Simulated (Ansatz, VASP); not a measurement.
# ZnS: VASP beside Ansatz

```
CELL_PARAMETERS angstrom
0.00000 -2.70465 -2.70465
0.00000 2.70465 -2.70465
5.40930 0.00000 0.00000
ATOMIC_POSITIONS crystal
Zn 0.50000 0.50000 0.50000
Zn 0.00000 0.00000 0.00000
S 0.00000 0.50000 0.25000
S 0.50000 0.00000 0.75000
```

Alike in both runs: task single point; functional PBE; k mesh 8 × 8 × 6; occupations gaussian, width 0.05 eV; no spin polarisation.

|  | VASP | Ansatz |
| --- | --- | --- |
| version | VASP 6.6.1 | Ansatz 0.2.0 |
| potentials or method | VASP PAW PBE potentials, release 64 (Zn, S), cutoff 520 eV | scalar-relativistic, plane waves, PAW |
| valence electrons in the cell | 36 | 36 |

```csv
,VASP,Ansatz,Ansatz less VASP
gap on the k mesh at the Fermi level (eV),2.10,2.10,-0.005
least direct gap on the mesh (eV),2.10,2.10,-0.005
pressure (GPa),1.5,1.4,-0.14
```

The functional is the same, so the differences come from potentials, cutoffs and numerics.
